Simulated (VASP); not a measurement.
# SrLiH3 (P4/mmm) in VASP: a series of runs, part 2 of 2

VASP 6.6.1. Earlier steps stand in the parts before.

## (5) Single point, PBE (strain +0.050 along x and y, +0.025 along z)

Input file INCAR:

```
SYSTEM = SrLiH3
PREC     = Accurate       ! precision mode
ENCUT    = 520            ! plane-wave cutoff, eV
EDIFF    = 1E-7           ! SCF threshold, eV
ISMEAR   = 0              ! smearing method
SIGMA    = 0.05           ! smearing width, eV
LREAL    = .False.        ! projectors in reciprocal space
LASPH    = .True.         ! aspherical terms in the spheres
NELM     = 60             ! most SCF steps
ALGO     = Normal         ! electronic algorithm
ISIF     = 2              ! what is computed and relaxed
LWAVE    = .False.        ! write WAVECAR
LCHARG   = .False.        ! write CHGCAR
GGA      = PE             ! functional
NBANDS   = 16             ! bands
```

Input file KPOINTS:

```
Automatic mesh
0
Gamma
  6 6 6
  0 0 0
```

Input file POSCAR:

```
SrLiH3
1.0
    4.8623305500      0.0000000000      0.0000000000
    0.0000000000      4.8623305500      0.0000000000
    0.0000000000      0.0000000000      4.7465607750
Li Sr H
1 1 3
Direct
    0.0000000000      0.0000000000      0.0000000000
    0.5000000000      0.5000000000      0.5000000000
    0.0000000000      0.5000000000      0.5000000000
    0.5000000000      0.0000000000      0.5000000000
    0.5000000000      0.5000000000      0.0000000000
```

Potentials or basis: VASP PAW PBE potentials, release 64 (Li_sv, Sr_sv, H).

Run with:

```sh
$ cat potpaw_PBE.64/Li_sv/POTCAR potpaw_PBE.64/Sr_sv/POTCAR potpaw_PBE.64/H/POTCAR > POTCAR
$ mpirun -np 1 vasp_std > vasp.out
```

OUTCAR:

```text
SYSTEM = SrLiH3
   PREC = Accurate
   ENCUT = 520
   EDIFF = 1E-7
   ISMEAR = 0
   LREAL = .False.
   LASPH = .True.
   NELM = 60
   ISIF = 2
   GGA = PE

 ion  position               nearest neighbor table
   1  0.000  0.000  0.000-
   2  0.500  0.500  0.500-   5 2.37   5 2.37   3 2.43   4 2.43   4 2.43   3 2.43
   3  0.000  0.500  0.500-   2 2.43   2 2.43
   4  0.500  0.000  0.500-   2 2.43   2 2.43
   5  0.500  0.500  0.000-   2 2.37   2 2.37

  LATTYP: Found a simple tetragonal cell.
 ALAT       =     4.8623305500
 C/A-ratio  =     0.9761904762

  Lattice vectors:

 A1 = (   4.8623305500,   0.0000000000,   0.0000000000)
 A2 = (   0.0000000000,   4.8623305500,   0.0000000000)
 A3 = (   0.0000000000,   0.0000000000,   4.7465607750)

Analysis of symmetry for initial positions (statically):
=====================================================================
 Subroutine PRICEL returns:
 Original cell was already a primitive cell.

 Routine SETGRP: Setting up the symmetry group for a
 simple tetragonal supercell.

 Subroutine GETGRP returns: Found 16 space group operations
 (whereof 16 operations were pure point group operations)
 out of a pool of 16 trial point group operations.

The static configuration has the point symmetry D_4h.

Analysis of symmetry for dynamics (positions and initial velocities):
=====================================================================
 Subroutine PRICEL returns:
 Original cell was already a primitive cell.

 Routine SETGRP: Setting up the symmetry group for a
 simple tetragonal supercell.

 Subroutine GETGRP returns: Found 16 space group operations
 (whereof 16 operations were pure point group operations)
 out of a pool of 16 trial point group operations.

The dynamic configuration has the point symmetry D_4h.

 Subroutine INISYM returns: Found 16 space group operations
 (whereof 16 operations are pure point group operations),
 and found     1 'primitive' translations

----------------------------------------------------------------------------------------

                                     Primitive cell

  volume of cell :     112.2194

  direct lattice vectors                    reciprocal lattice vectors
     4.862330550  0.000000000  0.000000000     0.205662694  0.000000000  0.000000000
     0.000000000  4.862330550  0.000000000     0.000000000  0.205662694  0.000000000
     0.000000000  0.000000000  4.746560775     0.000000000  0.000000000  0.210678857

  length of vectors
     4.862330550  4.862330550  4.746560775     0.205662694  0.205662694  0.210678857

  position of ions in fractional coordinates (direct lattice)
     0.000000000  0.000000000  0.000000000
     0.500000000  0.500000000  0.500000000
     0.000000000  0.500000000  0.500000000
     0.500000000  0.000000000  0.500000000
     0.500000000  0.500000000  0.000000000

  ion indices of the primitive-cell ions
   primitive index   ion index
                 1           1
                 2           2
                 3           3
                 4           4
                 5           5

----------------------------------------------------------------------------------------

 KPOINTS: Automatic mesh

Automatic generation of k-mesh.
 Grid dimensions read from file:
 generate k-points for:    6    6    6

 Generating k-lattice:

  Cartesian coordinates                     Fractional coordinates (reciprocal lattice)
     0.034277116  0.000000000  0.000000000     0.166666667  0.000000000  0.000000000
     0.000000000  0.034277116  0.000000000     0.000000000  0.166666667  0.000000000
     0.000000000  0.000000000  0.035113143     0.000000000  0.000000000  0.166666667

  Length of vectors
     0.034277116  0.034277116  0.035113143

  Shift w.r.t. Gamma in fractional coordinates (k-lattice)
     0.000000000  0.000000000  0.000000000

 Subroutine IBZKPT returns following result:
 ===========================================

 Found     40 irreducible k-points:

 Following reciprocal coordinates:
            Coordinates               Weight
  0.000000  0.000000  0.000000      1.000000
  0.166667  0.000000  0.000000      4.000000
  0.333333  0.000000  0.000000      4.000000
  0.500000  0.000000  0.000000      2.000000
  0.166667  0.166667  0.000000      4.000000
  0.333333  0.166667  0.000000      8.000000
[... 16 lines left out ...]
  0.333333  0.000000  0.333333      8.000000
  0.500000  0.000000  0.333333      4.000000
 [... further k-points ...]
   k-points           NKPTS =     40   k-points in BZ     NKDIM =     40   number of bands    NBANDS=     16
   number of dos      NEDOS =    301   number of ions     NIONS =      5
   total plane-waves  NPLWV =  46656
   dimension x,y,z NGX =    36 NGY =   36 NGZ =   36
   dimension x,y,z NGXF=    72 NGYF=   72 NGZF=   72
   ions per type =               1   1   3
   NGX,Y,Z   is equivalent  to a cutoff of  12.31, 12.31, 12.61 a.u.
   NGXF,Y,Z  is equivalent  to a cutoff of  24.62, 24.62, 25.22 a.u.
 SYSTEM =  SrLiH3
   PREC   = accura    normal or accurate (medium, high low for compatibility)
   ISTART =      0    job   : 0-new  1-cont  2-samecut
   ICHARG =      2    charge: 1-file 2-atom 10-const
   ISPIN  =      1    spin polarized calculation?
   LNONCOLLINEAR =      F non collinear calculations
   LSORBIT =      F    spin-orbit coupling
   LASPH  =      T    aspherical Exc in radial PAW
   ENCUT  =  520.0 eV  38.22 Ry    6.18 a.u.   9.04  9.04  8.83*2*pi/ulx,y,z
   NELM   =     60;   NELMIN=  2; NELMDL= -5     # of ELM steps
   EDIFF  = 0.1E-06   stopping-criterion for ELM
   LREAL  =      F    real-space projection
   EDIFFG = 0.1E-05   stopping-criterion for IOM
   NSW    =      0    number of steps for IOM
   IBRION =     -1    ionic relax: 0-MD 1-quasi-New 2-CG
   NFREE  =      0    steps in history (QN), initial steepest desc. (CG)
   ISIF   =      2    stress and relaxation
   ISYM   =      2    0-nonsym 1-usesym 2-fastsym
   POTIM  = 0.5000    time-step for ionic-motion
   TEBEG  =    0.0;   TEEND  =   0.0 temperature during run
   PSTRESS=    0.0 pullay stress
   NELECT =      16.0000    total number of electrons
   NUPDOWN=      -1.0000    fix difference up-down
   EMIN   =  10.00;   EMAX   =-10.00  energy-range for DOS
   EFERMI =   0.00;   METHOD = LEGACY
   ISMEAR =     0;   SIGMA  =   0.05  broadening in eV -4-tet -1-fermi 0-gaus
   EFERMI_NEDOS =   21; number of points for ismear=-14 and -15
   IALGO  =     38    algorithm
   IMIX   =      4    mixing-type and parameters
     AMIX     =   0.40;   BMIX     =  1.00
     AMIX_MAG =   1.60;   BMIX_MAG =  1.00
  volume/ion in A,a.u.               =      22.44       151.46
  Fermi-wavevector in a.u.,A,eV,Ry     =   0.855248  1.616185  9.951974  0.731449
  Thomas-Fermi vector in A             =   1.971969
   LORBIT       =      0    0 simple, 1 ext, 2 COOP (PROOUT), +10 PAW based schemes
   GGA     = PE    functional components
   LHFCALC =     F    Hartree Fock is set to
   AEXX    =    0.0000 exact exchange contribution
   IVDW    =     0    specifies the selected vdW correction
   LEPSILON=     F    determine dielectric tensor
   LRPA    =     F    only Hartree local field effects (RPA)
 non-spin polarized calculation
 Gauss-broadening in eV      SIGMA  =   0.05
  energy-cutoff  :      520.00
  volume of cell :      112.22
 maximum number of plane-waves:      3048
   NGX = 19   NGY = 19   NGZ = 17

 number of electron      15.9999990 magnetization

 Free energy of the ion-electron system (eV)
  ---------------------------------------------------
  ext. energy  EPLUGINS =         0.00000000
  ---------------------------------------------------
  free energy    TOTEN  =       -13.77703887 eV

  energy without entropy =      -13.77703887  energy(sigma->0) =      -13.77703887

 E-fermi :  -1.5830     XC(G=0):  -6.4188

 val. band max:       -1.8069481869   @ k =   0.5000   0.5000   0.5000
 cond. band min:       0.0715200794   @ k =   0.5000   0.5000   0.0000
 fundamental gap:      1.8784682664
 Fermi energy:        -1.5830162198

 k-point     1 :       0.0000    0.0000    0.0000
  band No.  band energies     occupation
      1     -49.7245      2.00000
      2     -34.9828      2.00000
      3     -17.0137      2.00000
      4     -17.0137      2.00000
      5     -16.9935      2.00000
      6      -4.5618      2.00000
[... 433 lines left out ...]
      3     -17.0712      2.00000
      4     -17.0497      2.00000
      5     -17.0086      2.00000
      6      -3.1861      2.00000
[... 8 lines left out ...]
     15       5.2426      0.00000
     16       5.7243      0.00000

 [... further k-points ...]
[... 5 lines left out ...]
  --------------------------------------------------------------------------------------
  -------------------------------------------------------------------------------------
  Total       -1.5452983     -1.5452983     -1.0148580      0.0000000      0.0000000      0.0000000
  in kB      -22.0625095    -22.0625095    -14.4893145      0.0000000      0.0000000      0.0000000
  external PRESSURE =     -19.5381112 kB  Pullay stress =       0.0000000 kB

 VOLUME and BASIS-vectors are now :
 -----------------------------------------------------------------------------
  energy-cutoff  :      520.00
  volume of cell :      112.22
      direct lattice vectors                 reciprocal lattice vectors
     4.862330550  0.000000000  0.000000000     0.205662694  0.000000000  0.000000000
     0.000000000  4.862330550  0.000000000     0.000000000  0.205662694  0.000000000
     0.000000000  0.000000000  4.746560775     0.000000000  0.000000000  0.210678857

 POSITION                                       TOTAL-FORCE (eV/Angst)
 -----------------------------------------------------------------------------------
      0.00000      0.00000      0.00000         0.000000      0.000000      0.000000
      2.43117      2.43117      2.37328         0.000000      0.000000      0.000000
      0.00000      2.43117      2.37328         0.000000      0.000000      0.000000
      2.43117      0.00000      2.37328         0.000000      0.000000      0.000000
      2.43117      2.43117      0.00000         0.000000      0.000000      0.000000
 -----------------------------------------------------------------------------------
    total drift:                                0.000000      0.000000      0.000000

  FREE ENERGIE OF THE ION-ELECTRON SYSTEM (eV)
  ---------------------------------------------------
  free  energy   TOTEN  =       -13.7770388743 eV

  energy  without entropy=      -13.7770388743  energy(sigma->0) =      -13.77703887
```

Run time: 29 s. Hardware: 1 thread of Intel Xeon 6975P-C (Granite Rapids), shared host; peak memory 0.24 GiB.

Results:

* Free energy: -13.7770 eV
* Band gap on the k mesh: 1.88 eV (least direct gap 2.29 eV)

Levels at points of the mesh, in eV from the valence-band top:
```tsv
k point	band 5	band 6	band 7	band 8	band 9	band 10	band 11	band 12
(0.00, 0.00, 0.00)	-15.19	-2.75	-0.71	-0.69	4.74	4.92	4.92	5.16
(0.50, 0.00, 0.00)	-15.18	-1.99	-0.82	-0.60	3.66	4.52	4.72	5.72
(0.50, 0.50, 0.00)	-15.18	-1.21	-0.44	-0.44	1.88	5.04	5.04	5.63
(0.00, 0.00, 0.50)	-15.20	-1.94	-0.70	-0.56	3.64	4.55	4.55	5.84
(0.50, 0.00, 0.50)	-15.20	-1.13	-0.41	-0.33	1.95	4.89	4.92	5.46
(0.50, 0.50, 0.50)	-15.26	-0.07	-0.07	0.00	2.58	2.61	2.61	4.14
```

Caveat: the cell differs from its parent crystal (strain +0.050 along x and y, +0.025 along z); the cutoff is under 1.25 times the usual one of these potentials, so pressure, stress and relaxed cells hold a basis-set (Pulay) error. A k mesh can miss the band edges.

## (6) The runs side by side

```tsv
cell	gap on the mesh (eV)
a = 4.747, b = 4.747, c = 4.631 Å, 5 atoms	1.79
a = 4.862, b = 4.862, c = 4.631 Å, 5 atoms	1.74
a = 4.747, b = 4.747, c = 4.862 Å, 5 atoms	1.90
a = 4.862, b = 4.862, c = 4.747 Å, 5 atoms	1.88
```

Alike in all rows: task single point; level PBE; potentials or basis VASP PAW PBE potentials, release 64 (Li_sv, Sr_sv, H); no spin polarisation; k mesh 6 × 6 × 6; cutoff (eV) 520; smearing gaussian 0.05 eV.

Caveats: the cutoff is under 1.25 times the usual one of these potentials, so pressure, stress and relaxed cells hold a basis-set (Pulay) error.

Total energies depend on the potentials used, so only differences within one code and one set of settings carry meaning.
